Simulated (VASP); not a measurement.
# SiGe3 (Pm-3m) in VASP: a series of runs, part 2 of 2

VASP 6.6.1.

## Step 3: Relaxation of cell and atoms, PBE

This run uses another cell than the first one, of 16.64 Å³/atom.

INCAR reads:

```
SYSTEM = SiGe3
  ALGO = Normal
  EDIFF = 1E-6
  EDIFFG = -0.04
  ENCUT = 600
  GGA = PE
  IBRION = 2
  ISIF = 3
  ISMEAR = 0
  LASPH = .TRUE.
  LCHARG = .FALSE.
  LREAL = .FALSE.
  LWAVE = .FALSE.
  NELM = 60
  NSW = 90
  PREC = Accurate
  SIGMA = 0.1
```

KPOINTS reads:

```
k-points
0
G
  4 4 4
  0 0 0
```

POSCAR reads:

```
SiGe3
1.0
    4.0528818138      0.0000000000      0.0000000000
    0.0000000000      4.0528818138      0.0000000000
    0.0000000000      0.0000000000      4.0528818138
Si Ge
1 3
Direct
    0.0000000000      0.0000000000      0.0000000000
    0.0000000000      0.5000000000      0.5000000000
    0.5000000000      0.0000000000      0.5000000000
    0.5000000000      0.5000000000      0.0000000000
```

Potentials or basis: VASP PAW PBE potentials, release 64 (Si, Ge_d).

The run is started by

```sh
> cat potpaw_PBE.64/Si/POTCAR potpaw_PBE.64/Ge_d/POTCAR > POTCAR
> mpirun -np 1 vasp_std > vasp.out
```

OUTCAR:

```text
SYSTEM = SiGe3
   EDIFF = 1E-6
   EDIFFG = -0.04
   ENCUT = 600
   GGA = PE
   IBRION = 2
   ISIF = 3
   ISMEAR = 0
   LASPH = .TRUE.
   LREAL = .FALSE.
   NELM = 60
   NSW = 90
   PREC = Accurate

 ion  position               nearest neighbor table
   1  0.000  0.000  0.000-   2 2.87   3 2.87   4 2.87   2 2.87   3 2.87   2 2.87   4 2.87   2 2.87
                             3 2.87   4 2.87   3 2.87   4 2.87
   2  0.000  0.500  0.500-   1 2.87   3 2.87   4 2.87   1 2.87   4 2.87   1 2.87   3 2.87   1 2.87
                             3 2.87   4 2.87   4 2.87   3 2.87
   3  0.500  0.000  0.500-   1 2.87   2 2.87   4 2.87   1 2.87   4 2.87   2 2.87   4 2.87   4 2.87
                             1 2.87   2 2.87   1 2.87   2 2.87
   4  0.500  0.500  0.000-   1 2.87   2 2.87   3 2.87   2 2.87   3 2.87   1 2.87   3 2.87   3 2.87
                             1 2.87   2 2.87   2 2.87   1 2.87

  LATTYP: Found a simple cubic cell.
 ALAT       =     4.0528818138

  Lattice vectors:

 A1 = (   4.0528818138,   0.0000000000,   0.0000000000)
 A2 = (   0.0000000000,   4.0528818138,   0.0000000000)
 A3 = (   0.0000000000,   0.0000000000,   4.0528818138)

Analysis of symmetry for initial positions (statically):
=====================================================================
 Subroutine PRICEL returns:
 Original cell was already a primitive cell.

 Routine SETGRP: Setting up the symmetry group for a
 simple cubic supercell.

 Subroutine GETGRP returns: Found 48 space group operations
 (whereof 48 operations were pure point group operations)
 out of a pool of 48 trial point group operations.

The static configuration has the point symmetry O_h .

Analysis of symmetry for dynamics (positions and initial velocities):
=====================================================================
 Subroutine PRICEL returns:
 Original cell was already a primitive cell.

 Routine SETGRP: Setting up the symmetry group for a
 simple cubic supercell.

 Subroutine GETGRP returns: Found 48 space group operations
 (whereof 48 operations were pure point group operations)
 out of a pool of 48 trial point group operations.

The dynamic configuration has the point symmetry O_h .

 Subroutine INISYM returns: Found 48 space group operations
 (whereof 48 operations are pure point group operations),
 and found     1 'primitive' translations

----------------------------------------------------------------------------------------

                                     Primitive cell

  volume of cell :      66.5720

  direct lattice vectors                    reciprocal lattice vectors
     4.052881814  0.000000000  0.000000000     0.246738012  0.000000000  0.000000000
     0.000000000  4.052881814  0.000000000     0.000000000  0.246738012  0.000000000
     0.000000000  0.000000000  4.052881814     0.000000000  0.000000000  0.246738012

  length of vectors
     4.052881814  4.052881814  4.052881814     0.246738012  0.246738012  0.246738012

  position of ions in fractional coordinates (direct lattice)
     0.000000000  0.000000000  0.000000000
     0.000000000  0.500000000  0.500000000
     0.500000000  0.000000000  0.500000000
     0.500000000  0.500000000  0.000000000

  ion indices of the primitive-cell ions
   primitive index   ion index
                 1           1
                 2           2
                 3           3
                 4           4

----------------------------------------------------------------------------------------

 KPOINTS: k-points

Automatic generation of k-mesh.
 Grid dimensions read from file:
 generate k-points for:    4    4    4

 Generating k-lattice:

  Cartesian coordinates                     Fractional coordinates (reciprocal lattice)
     0.061684503  0.000000000  0.000000000     0.250000000  0.000000000  0.000000000
     0.000000000  0.061684503  0.000000000     0.000000000  0.250000000  0.000000000
     0.000000000  0.000000000  0.061684503     0.000000000  0.000000000  0.250000000

  Length of vectors
     0.061684503  0.061684503  0.061684503

  Shift w.r.t. Gamma in fractional coordinates (k-lattice)
     0.000000000  0.000000000  0.000000000

 Subroutine IBZKPT returns following result:
 ===========================================

 Found     10 irreducible k-points:

 Following reciprocal coordinates:
            Coordinates               Weight
  0.000000  0.000000  0.000000      1.000000
  0.250000  0.000000  0.000000      6.000000
  0.500000  0.000000  0.000000      3.000000
  0.250000  0.250000  0.000000     12.000000
  0.500000  0.250000  0.000000     12.000000
  0.500000  0.500000  0.000000      3.000000
  0.250000  0.250000  0.250000      8.000000
  0.500000  0.250000  0.250000     12.000000
  0.500000  0.500000  0.250000      6.000000
  0.500000  0.500000  0.500000      1.000000
   k-points           NKPTS =     10   k-points in BZ     NKDIM =     10   number of bands    NBANDS=     27
   number of dos      NEDOS =    301   number of ions     NIONS =      4
   total plane-waves  NPLWV =  32768
   dimension x,y,z NGX =    32 NGY =   32 NGZ =   32
   dimension x,y,z NGXF=    64 NGYF=   64 NGZF=   64
   ions per type =               1   3
   NGX,Y,Z   is equivalent  to a cutoff of  13.13, 13.13, 13.13 a.u.
   NGXF,Y,Z  is equivalent  to a cutoff of  26.25, 26.25, 26.25 a.u.
 SYSTEM =  SiGe3
   PREC   = accura    normal or accurate (medium, high low for compatibility)
   ISTART =      0    job   : 0-new  1-cont  2-samecut
   ICHARG =      2    charge: 1-file 2-atom 10-const
   ISPIN  =      1    spin polarized calculation?
   LNONCOLLINEAR =      F non collinear calculations
   LSORBIT =      F    spin-orbit coupling
   LASPH  =      T    aspherical Exc in radial PAW
   ENCUT  =  600.0 eV  44.10 Ry    6.64 a.u.   8.09  8.09  8.09*2*pi/ulx,y,z
   NELM   =     60;   NELMIN=  2; NELMDL= -5     # of ELM steps
   EDIFF  = 0.1E-05   stopping-criterion for ELM
   LREAL  =      F    real-space projection
   EDIFFG = -.4E-01   stopping-criterion for IOM
   NSW    =     90    number of steps for IOM
   IBRION =      2    ionic relax: 0-MD 1-quasi-New 2-CG
   NFREE  =      1    steps in history (QN), initial steepest desc. (CG)
   ISIF   =      3    stress and relaxation
   ISYM   =      2    0-nonsym 1-usesym 2-fastsym
   POTIM  = 0.5000    time-step for ionic-motion
   TEBEG  =    0.0;   TEEND  =   0.0 temperature during run
   PSTRESS=    0.0 pullay stress
   NELECT =      46.0000    total number of electrons
   NUPDOWN=      -1.0000    fix difference up-down
   EMIN   =  10.00;   EMAX   =-10.00  energy-range for DOS
   EFERMI =   0.00;   METHOD = LEGACY
   ISMEAR =     0;   SIGMA  =   0.10  broadening in eV -4-tet -1-fermi 0-gaus
   EFERMI_NEDOS =   21; number of points for ismear=-14 and -15
   IALGO  =     38    algorithm
   IMIX   =      4    mixing-type and parameters
     AMIX     =   0.40;   BMIX     =  1.00
     AMIX_MAG =   1.60;   BMIX_MAG =  1.00
  volume/ion in A,a.u.               =      16.64       112.31
  Fermi-wavevector in a.u.,A,eV,Ry     =   1.447316  2.735032 28.500463  2.094725
  Thomas-Fermi vector in A             =   2.565285
   LORBIT       =      0    0 simple, 1 ext, 2 COOP (PROOUT), +10 PAW based schemes
   GGA     = PE    functional components
   LHFCALC =     F    Hartree Fock is set to
   AEXX    =    0.0000 exact exchange contribution
   IVDW    =     0    specifies the selected vdW correction
   LEPSILON=     F    determine dielectric tensor
   LRPA    =     F    only Hartree local field effects (RPA)
 conjugate gradient relaxation of ions
 non-spin polarized calculation
 Gauss-broadening in eV      SIGMA  =   0.10
  energy-cutoff  :      600.00
  volume of cell :       66.57
 maximum number of plane-waves:      2272
   NGX = 17   NGY = 17   NGZ = 17

--------------------------------------- Ionic step        1  -------------------------------------------

 number of electron      45.9999974 magnetization

 Free energy of the ion-electron system (eV)
  ---------------------------------------------------
  ext. energy  EPLUGINS =         0.00000000
  ---------------------------------------------------
  free energy    TOTEN  =       -17.10199549 eV

  energy without entropy =      -17.09328409  energy(sigma->0) =      -17.09763979

------------------------ aborting loop because EDIFF is reached ----------------------------------------

  FORCE on cell =-STRESS in cart. coord.  units (eV):
  Direction    XX          YY          ZZ          XY          YZ          ZX
  --------------------------------------------------------------------------------------
  -------------------------------------------------------------------------------------
  Total        4.9386385      4.9386385      4.9386385      0.0000000      0.0000000     -0.0000000
  in kB      118.8573388    118.8573388    118.8573388      0.0000000      0.0000000     -0.0000000
  external PRESSURE =     118.8573388 kB  Pullay stress =       0.0000000 kB
[... 61 lines left out ...]
  energy  without entropy=      -17.3720371895  energy(sigma->0) =      -17.37497344

--------------------------------------- Ionic step        3  -------------------------------------------

 number of electron      46.0000020 magnetization

 Free energy of the ion-electron system (eV)
  ---------------------------------------------------
  ext. energy  EPLUGINS =         0.00000000
  ---------------------------------------------------
  free energy    TOTEN  =       -17.41199347 eV

  energy without entropy =      -17.40652496  energy(sigma->0) =      -17.40925921

 E-fermi :   6.8323     XC(G=0): -10.9918

 val. band max:        6.7723856249   @ k =   0.5000   0.5000   0.0000
 cond. band min:       6.8703296332   @ k =   0.5000   0.5000   0.0000
 fundamental gap:      0.0979440084
 Fermi energy:         6.8322894585

 k-point     1 :       0.0000    0.0000    0.0000
  band No.  band energies     occupation
      1     -17.9443      2.00000
      2     -17.9443      2.00000
      3     -17.9443      2.00000
      4     -17.9350      2.00000
      5     -17.8910      2.00000
      6     -17.8910      2.00000
[... 320 lines left out ...]
  FREE ENERGIE OF THE ION-ELECTRON SYSTEM (eV)
  ---------------------------------------------------
  free  energy   TOTEN  =       -17.4119934652 eV

  energy  without entropy=      -17.4065249561  energy(sigma->0) =      -17.40925921

 reached required accuracy - stopping structural energy minimisation
```

It took 51 s on 1 thread of Intel Xeon 8259CL, shared host; peak memory 0.19 GiB.

What came out:

```
Free energy                           : -17.4120 eV
Relaxed volume                        : 18.93 Å³/atom
Relaxed cell                          : a = 4.230 Å, b = 4.230 Å, c = 4.230 Å, α = 90.00°, β = 90.00°, γ = 90.00°
Space group after relaxing (to 0.1 Å) : Pm-3m (No. 221)
Energy gained by relaxing             : 77.5 meV/atom
Ionic steps                           : 3
Pressure after relaxing               : -0.1 GPa
Band gap on the k mesh                : zero (bands 23 and 24 overlap by 2.99 eV)
```

The path:
```csv
step,energy change (eV),largest force (eV/Å),pressure (GPa),volume (Å³)
1,0.0000,0.0000,11.89,66.57
2,-0.2759,0.0000,-3.06,79.19
3,-0.3100,0.0000,-0.07,75.70
```

Final structure:
```
CELL_PARAMETERS angstrom
4.23030 0.00000 0.00000
0.00000 4.23030 0.00000
0.00000 0.00000 4.23030
ATOMIC_POSITIONS crystal
Si 0.00000 0.00000 0.00000
Ge 0.00000 0.50000 0.50000
Ge 0.50000 0.00000 0.50000
Ge 0.50000 0.50000 0.00000
```

Caveat: the k points lie up to 0.37 Å⁻¹ apart in the final cell, too coarse for converged energies and pressures of a metal.
